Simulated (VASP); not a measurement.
# LiGe16 (a cell with a defect) in VASP: single point with PBE+D3(BJ)

Aim: the single point of LiGe16 (a cell with a defect) with PBE+D3(BJ).

Program: VASP 6.6.1. These are calculated values, not measurements. Logs are shortened: lines on timing, memory, paths and dates and some standing lists are left out, and cuts for length are marked.

### Step 1. The cell of the first run

The cell holds a defect, 17 atoms: a = 8.004 Å, b = 8.004 Å, c = 8.004 Å, α = 60.00°, β = 60.00°, γ = 60.00°.

### Step 2. Single point, PBE+D3(BJ)

Contents of INCAR:

```
SYSTEM = LiGe16
PREC = Accurate
ENCUT = 520
EDIFF = 1E-6
ISMEAR = -1
SIGMA = 0.15
LREAL = Auto
LASPH = .TRUE.
NELM = 80
ALGO = Normal
ISIF = 2
LWAVE = .FALSE.
LCHARG = .TRUE.
GGA = PE
IVDW = 12
LELF = .TRUE.
LVHAR = .TRUE.
NBANDS = 128
```

Contents of KPOINTS:

```
regular mesh
0
G
  2 2 2
  0 0 0
```

Contents of POSCAR:

```
LiGe16
1.0
    0.0000000000      5.6600000000      5.6600000000
    5.6600000000      0.0000000000      5.6600000000
    5.6600000000      5.6600000000      0.0000000000
Ge Li
16 1
Direct
   -0.0037794125      0.0013678408      0.0011593704
    0.1270774337      0.1229601705      0.1229130891
    0.0018449069     -0.0056733707      0.5019386394
    0.1270125624      0.1230365164      0.6269528549
    0.0021982479      0.5021846135     -0.0066399263
    0.1271616591      0.6271676384      0.1228304959
    0.0020519047      0.5020398966      0.5021598603
    0.1252821709      0.6253962709      0.6244746864
    0.5012670825      0.0012897791      0.0010780538
    0.6249019592      0.1248636675      0.1251836305
    0.5011931303      0.0012162628      0.4964940964
    0.6230966146      0.1231067279      0.6268827935
    0.5013650750      0.4961834585      0.0011794311
    0.6229353511      0.6271005028      0.1228979177
    0.4942060067      0.5018768085      0.5019836026
    0.6230112202      0.6270360319      0.6269699809
    0.8763536873      0.3768327846      0.3724412236
```

Potentials or basis: VASP PAW PBE potentials, release 64 (Ge_d, Li_sv).

Command:

```bash
> cat potpaw_PBE.64/Ge_d/POTCAR potpaw_PBE.64/Li_sv/POTCAR > POTCAR
> mpirun -np 1 vasp_std > vasp.out
```

OUTCAR:

```text
SYSTEM = LiGe16
   PREC = Accurate
   ENCUT = 520
   EDIFF = 1E-6
   ISMEAR = -1
   LREAL = Auto
   LASPH = .TRUE.
   NELM = 80
   ISIF = 2
   GGA = PE
   IVDW = 12
 IVDW          = 12

 ion  position               nearest neighbor table
   1  0.996  0.001  0.001-  10 2.43   6 2.45   2 2.45   4 2.45
   2  0.127  0.123  0.123-   9 2.45   1 2.45   3 2.48   5 2.48
   3  0.002  0.994  0.502-   8 2.41  12 2.48   4 2.48   2 2.48  17 2.50
   4  0.127  0.123  0.627-  11 2.45   1 2.45   3 2.48   7 2.48
   5  0.002  0.502  0.993-   8 2.41  17 2.48   2 2.48  14 2.48   6 2.48
   6  0.127  0.627  0.123-   1 2.45  13 2.45   7 2.48   5 2.48
   7  0.002  0.502  0.502-   8 2.41   4 2.48  16 2.48   6 2.48  17 2.49
   8  0.125  0.625  0.624-   5 2.41   7 2.41  15 2.41   3 2.41
   9  0.501  0.001  0.001-  10 2.43  14 2.45   2 2.45  12 2.45
  10  0.625  0.125  0.125-  11 2.43   9 2.43   1 2.43  13 2.43
  11  0.501  0.001  0.496-  10 2.43  16 2.45   4 2.45  12 2.45
  12  0.623  0.123  0.627-  11 2.45   9 2.45   3 2.48  15 2.48
  13  0.501  0.496  0.001-  10 2.43   6 2.45  14 2.45  16 2.45
  14  0.623  0.627  0.123-   9 2.45  13 2.45  15 2.48   5 2.48
  15  0.494  0.502  0.502-   8 2.41  12 2.48  16 2.48  14 2.48  17 2.50
  16  0.623  0.627  0.627-  11 2.45  13 2.45  15 2.48   7 2.48
  17  0.876  0.377  0.372-   5 2.48   7 2.49  15 2.50   3 2.50

  LATTYP: Found a face centered cubic cell.
 ALAT       =    11.3200000000

  Lattice vectors:

 A1 = (   0.0000000000,   5.6600000000,   5.6600000000)
 A2 = (   5.6600000000,   0.0000000000,   5.6600000000)
 A3 = (   5.6600000000,   5.6600000000,   0.0000000000)

Analysis of symmetry for initial positions (statically):
=====================================================================
 Subroutine PRICEL returns:
 Original cell was already a primitive cell.

 Routine SETGRP: Setting up the symmetry group for a
 face centered cubic supercell.

 Subroutine GETGRP returns: Found  1 space group operations
 (whereof  1 operations were pure point group operations)
 out of a pool of 48 trial point group operations.

The static configuration has the point symmetry C_1 .

Analysis of symmetry for dynamics (positions and initial velocities):
=====================================================================
 Subroutine PRICEL returns:
 Original cell was already a primitive cell.

 Routine SETGRP: Setting up the symmetry group for a
 face centered cubic supercell.

 Subroutine GETGRP returns: Found  1 space group operations
 (whereof  1 operations were pure point group operations)
 out of a pool of 48 trial point group operations.

The dynamic configuration has the point symmetry C_1 .

 Subroutine INISYM returns: Found  1 space group operations
 (whereof  1 operations are pure point group operations),
 and found     1 'primitive' translations

----------------------------------------------------------------------------------------

                                     Primitive cell

  volume of cell :     362.6430

  direct lattice vectors                    reciprocal lattice vectors
     0.000000000  5.660000000  5.660000000    -0.088339223  0.088339223  0.088339223
     5.660000000  0.000000000  5.660000000     0.088339223 -0.088339223  0.088339223
     5.660000000  5.660000000  0.000000000     0.088339223  0.088339223 -0.088339223

  length of vectors
     8.004448763  8.004448763  8.004448763     0.153008022  0.153008022  0.153008022

  position of ions in fractional coordinates (direct lattice)
     0.996220587  0.001367841  0.001159370
     0.127077434  0.122960171  0.122913089
     0.001844907  0.994326629  0.501938639
     0.127012562  0.123036516  0.626952855
     0.002198248  0.502184613  0.993360074
     0.127161659  0.627167638  0.122830496
[... 9 lines left out ...]
     0.623011220  0.627036032  0.626969981
     0.876353687  0.376832785  0.372441224

  ion indices of the primitive-cell ions
   primitive index   ion index
                 1           1
                 2           2
                 3           3
                 4           4
                 5           5
                 6           6
[... 9 lines left out ...]
                16          16
                17          17

----------------------------------------------------------------------------------------

 KPOINTS: regular mesh

Automatic generation of k-mesh.
 Grid dimensions read from file:
 generate k-points for:    2    2    2

 Generating k-lattice:

  Cartesian coordinates                     Fractional coordinates (reciprocal lattice)
    -0.044169611  0.044169611  0.044169611     0.500000000  0.000000000  0.000000000
     0.044169611 -0.044169611  0.044169611     0.000000000  0.500000000  0.000000000
     0.044169611  0.044169611 -0.044169611     0.000000000  0.000000000  0.500000000

  Length of vectors
     0.076504011  0.076504011  0.076504011

  Shift w.r.t. Gamma in fractional coordinates (k-lattice)
     0.000000000  0.000000000  0.000000000

 Subroutine IBZKPT returns following result:
 ===========================================

 Found      8 irreducible k-points:

 Following reciprocal coordinates:
            Coordinates               Weight
  0.000000  0.000000  0.000000      1.000000
  0.500000  0.000000  0.000000      1.000000
  0.000000  0.500000  0.000000      1.000000
  0.000000  0.000000  0.500000      1.000000
  0.500000  0.500000  0.500000      1.000000
  0.500000  0.500000  0.000000      1.000000
  0.000000  0.500000  0.500000      1.000000
  0.500000  0.000000  0.500000      1.000000
   k-points           NKPTS =      8   k-points in BZ     NKDIM =      8   number of bands    NBANDS=    128
   number of dos      NEDOS =    301   number of ions     NIONS =     17
   total plane-waves  NPLWV = 216000
   dimension x,y,z NGX =    60 NGY =   60 NGZ =   60
   dimension x,y,z NGXF=   120 NGYF=  120 NGZF=  120
   ions per type =              16   1
   NGX,Y,Z   is equivalent  to a cutoff of  12.46, 12.46, 12.46 a.u.
   NGXF,Y,Z  is equivalent  to a cutoff of  24.92, 24.92, 24.92 a.u.
 SYSTEM =  LiGe16
   PREC   = accura    normal or accurate (medium, high low for compatibility)
   ISTART =      0    job   : 0-new  1-cont  2-samecut
   ICHARG =      2    charge: 1-file 2-atom 10-const
   ISPIN  =      1    spin polarized calculation?
   LNONCOLLINEAR =      F non collinear calculations
   LSORBIT =      F    spin-orbit coupling
   LASPH  =      T    aspherical Exc in radial PAW
   ENCUT  =  520.0 eV  38.22 Ry    6.18 a.u.  14.88 14.88 14.88*2*pi/ulx,y,z
   NELM   =     80;   NELMIN=  2; NELMDL= -5     # of ELM steps
   EDIFF  = 0.1E-05   stopping-criterion for ELM
   LREAL  =      T    real-space projection
   EDIFFG = 0.1E-04   stopping-criterion for IOM
   NSW    =      0    number of steps for IOM
   IBRION =     -1    ionic relax: 0-MD 1-quasi-New 2-CG
   NFREE  =      0    steps in history (QN), initial steepest desc. (CG)
   ISIF   =      2    stress and relaxation
   ISYM   =      2    0-nonsym 1-usesym 2-fastsym
   POTIM  = 0.5000    time-step for ionic-motion
   TEBEG  =    0.0;   TEEND  =   0.0 temperature during run
   PSTRESS=    0.0 pullay stress
   NELECT =     227.0000    total number of electrons
   NUPDOWN=      -1.0000    fix difference up-down
   EMIN   =  10.00;   EMAX   =-10.00  energy-range for DOS
   EFERMI =   0.00;   METHOD = LEGACY
   ISMEAR =    -1;   SIGMA  =   0.15  broadening in eV -4-tet -1-fermi 0-gaus
   EFERMI_NEDOS =   21; number of points for ismear=-14 and -15
   IALGO  =     38    algorithm
   IMIX   =      4    mixing-type and parameters
     AMIX     =   0.40;   BMIX     =  1.00
     AMIX_MAG =   1.60;   BMIX_MAG =  1.00
  volume/ion in A,a.u.               =      21.33       143.96
  Fermi-wavevector in a.u.,A,eV,Ry     =   1.400416  2.646402 26.683264  1.961165
  Thomas-Fermi vector in A             =   2.523379
   LORBIT       =      0    0 simple, 1 ext, 2 COOP (PROOUT), +10 PAW based schemes
   GGA     = PE    functional components
   LHFCALC =     F    Hartree Fock is set to
   AEXX    =    0.0000 exact exchange contribution
   IVDW    =    12    specifies the selected vdW correction
   LEPSILON=     F    determine dielectric tensor
   LRPA    =     F    only Hartree local field effects (RPA)
 non-spin polarized calculation
  energy-cutoff  :      520.00
  volume of cell :      362.64
 maximum number of plane-waves:      9841
 NGX is ok and might be reduce to    60
   NGX = 29   NGY = 29   NGZ = 29

 number of electron     227.0000037 magnetization

 Free energy of the ion-electron system (eV)
  ---------------------------------------------------
  ext. energy  EPLUGINS =         0.00000000
  ---------------------------------------------------
  free energy    TOTEN  =       -71.96311986 eV

  energy without entropy =      -71.64034169  energy(sigma->0) =      -71.80173077

 E-fermi :   5.4143     XC(G=0): -10.0083

 val. band max:        5.3586186003   @ k =   0.0000   0.0000   0.0000
 cond. band min:       5.7199049635   @ k =   0.0000   0.0000   0.5000
 fundamental gap:      0.3612863632
 Fermi energy:         5.4142563708

 k-point     1 :       0.0000    0.0000    0.0000
  band No.  band energies     occupation
      1     -41.9172      2.00000
      2     -19.7369      2.00000
      3     -19.7365      2.00000
      4     -19.7363      2.00000
      5     -19.6564      2.00000
      6     -19.6564      2.00000
[... 117 lines left out ...]
    124       5.9824      0.04428
    125       7.5095      0.00000

 k-point     2 :       0.5000    0.0000    0.0000
  band No.  band energies     occupation
      1     -41.9172      2.00000
      2     -19.7401      2.00000
      3     -19.7379      2.00000
      4     -19.7375      2.00000
      5     -19.6602      2.00000
      6     -19.6601      2.00000
[... 885 lines left out ...]
    124       9.3594      0.00000
    125       9.4507      0.00000
 [bands above 125 left out]

------------------------ aborting loop because EDIFF is reached ----------------------------------------

 Edisp (eV)   -5.14538

 E8    (eV) :    -2.2976

  FORCE on cell =-STRESS in cart. coord.  units (eV):
  Direction    XX          YY          ZZ          XY          YZ          ZX
  --------------------------------------------------------------------------------------
  -------------------------------------------------------------------------------------
  Total      10.39808    10.39862    10.40135     0.03943    -0.01037    -0.01550
  in kB      45.93931    45.94171    45.95376     0.17419    -0.04583    -0.06846
  external pressure =       45.94 kB  Pullay stress =        0.00 kB

 VOLUME and BASIS-vectors are now :
 -----------------------------------------------------------------------------
  energy-cutoff  :      520.00
  volume of cell :      362.64
      direct lattice vectors                 reciprocal lattice vectors
     0.000000000  5.660000000  5.660000000    -0.088339223  0.088339223  0.088339223
     5.660000000  0.000000000  5.660000000     0.088339223 -0.088339223  0.088339223
     5.660000000  5.660000000  0.000000000     0.088339223  0.088339223 -0.088339223

 POSITION                                       TOTAL-FORCE (eV/Angst)
 -----------------------------------------------------------------------------------
      0.01430      5.64517      5.64635        -0.065144      0.066851      0.062863
      1.39164      1.41495      1.41521        -0.029508     -0.007067      0.005020
      8.46886      2.85141      5.63833         0.005490     -0.009318      0.013821
      4.24494      4.26744      1.41528         0.005545      0.031240      0.001654
      8.46478      5.63486      2.85481        -0.002663     -0.003895      0.008623
      4.24499      1.41496      4.26950        -0.002719     -0.002186      0.027058
[... 9 lines left out ...]
      7.09767      7.07489      7.07527         0.030637      0.005072      0.000645
      4.24089      7.06818      7.09304         0.009782      0.015611     -0.041501
 -----------------------------------------------------------------------------------
    total drift:                                0.000509      0.001382     -0.005430

  FREE ENERGIE OF THE ION-ELECTRON SYSTEM (eV)
  ---------------------------------------------------
  free  energy   TOTEN  =       -77.1085012049 eV

  energy  without entropy=      -76.7857230279  energy(sigma->0) =      -76.94711212
```

Wall time 20 min (1 thread of Oxide Virtual Turin-like, shared host); peak memory 0.58 GiB.

Results:

```
Free energy                : -77.1085 eV
Largest force              : 0.113 eV/Å
Band gap on the k mesh     : zero (an odd number of electrons rules out a gap without spin polarisation)
Dispersion energy per atom : -0.303 eV
```

Forces in eV/Å, atoms in the order of the input:
```
Ge  -0.065  0.067  0.063
Ge  -0.030 -0.007  0.005
Ge   0.005 -0.009  0.014
Ge   0.006  0.031  0.002
Ge  -0.003 -0.004  0.009
Ge  -0.003 -0.002  0.027
Ge  -0.005 -0.006  0.004
Ge   0.000  0.000 -0.001
Ge  -0.063 -0.062 -0.066
Ge   0.000 -0.001  0.002
Ge   0.062  0.062 -0.064
Ge   0.002  0.000 -0.033
Ge   0.067 -0.065  0.063
Ge  -0.007 -0.029  0.004
Ge  -0.008  0.004  0.013
Ge   0.031  0.005  0.001
Li   0.010  0.016 -0.042
```

Caveat: the k points lie up to 0.48 Å⁻¹ apart, too coarse for converged energies and pressures of a metal; the cutoff is under 1.25 times the usual one of these potentials, so pressure, stress and relaxed cells hold a basis-set (Pulay) error; an odd number of electrons without spin polarisation forces a metal; a magnetic or distorted state may lie lower.

The gap in the log of VASP goes by the Fermi energy; the results here count the filled bands.